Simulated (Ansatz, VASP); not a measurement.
**BiAsS in VASP and in Ansatz**

INCAR

```
ALGO = Normal
EDIFF = 1E-6
EDIFFG = -0.04
ENCUT = 600
GGA = PE
IBRION = 2
ISIF = 3
ISMEAR = 0
LASPH = T
LCHARG = F
LREAL = F
LWAVE = F
NELM = 100
NSW = 90
PREC = Accurate
SIGMA = 0.1
```

The input KPOINTS:

```
k-points
0
Gamma
  4 4 4
```

POSCAR

```
BiAsS
1.0
    5.0426031300      0.0000000000      0.0000000000
    0.0000000000      5.0426031300      0.0000000000
    0.0000000000      0.0000000000      6.3070004500
Bi As S
2 2 2
Direct
    0.5000000000      0.0000000000      0.3629832000
    0.0000000000      0.5000000000      0.6370168000
    0.5000000000      0.5000000000      0.0000000000
    0.0000000000      0.0000000000      0.0000000000
    0.5000000000      0.5000000000      0.5000000000
    0.0000000000      0.0000000000      0.5000000000
```

Input for Ansatz:

```yaml
crystal:
  lattice:
    - [5.04260313, 0.0, 0.0]
    - [0.0, 5.04260313, 0.0]
    - [0.0, 0.0, 6.30700045]
  atoms:
    - { symbol: Bi, position: [0.5, 0.0, 0.3629832] }
    - { symbol: Bi, position: [0.0, 0.5, 0.6370168] }
    - { symbol: As, position: [0.5, 0.5, 0.0] }
    - { symbol: As, position: [0.0, 0.0, 0.0] }
    - { symbol: S, position: [0.5, 0.5, 0.5] }
    - { symbol: S, position: [0.0, 0.0, 0.5] }
basis:
  ecutwfc: 420
kpoints:
  mp_grid: { grid: [4, 4, 4] }
hamiltonian:
  xc: pbe
scf:
  occupations: { method: gaussian, width: 0.1 }
  lower_state_search: "off"
output:
  forces: true
  stress: true
  eigenvalues: true
relax:
  adjacent_minimum: "off"
  f_tol: 0.04
  max_steps: 70
  cell: { stress_tol: 0.4 }
```

Alike in both runs: task relaxation of cell and atoms; functional PBE; k mesh 4 × 4 × 4; occupations gaussian, width 0.1 eV; no spin polarisation.

|  | VASP | Ansatz |
| --- | --- | --- |
| version | VASP 6.6.1 | Ansatz 0.2.0 |
| potentials or method | VASP PAW PBE potentials, release 64 (Bi_d, As, S), cutoff 600 eV | scalar-relativistic, plane waves, PAW |
| valence electrons in the cell | 52 | 72 |

|  | VASP | Ansatz | Ansatz less VASP |
| --- | --- | --- | --- |
| gap on the k mesh at the Fermi level, each at its own relaxed structure (eV) | none | none | - |
| relaxed volume (Å³/atom) | 26.29 | 26.25 | -0.039 |
| relaxed cell length with the largest relative difference (Å) | 5.406 | 5.401 | -0.0049 |

A gap of «none» marks a metal or a gap that the smearing closes. VASP's potentials hold 52 valence electrons a cell and Ansatz's 72, so a difference there can come from the potentials and not from the codes.

Neither program's run includes spin-orbit coupling.
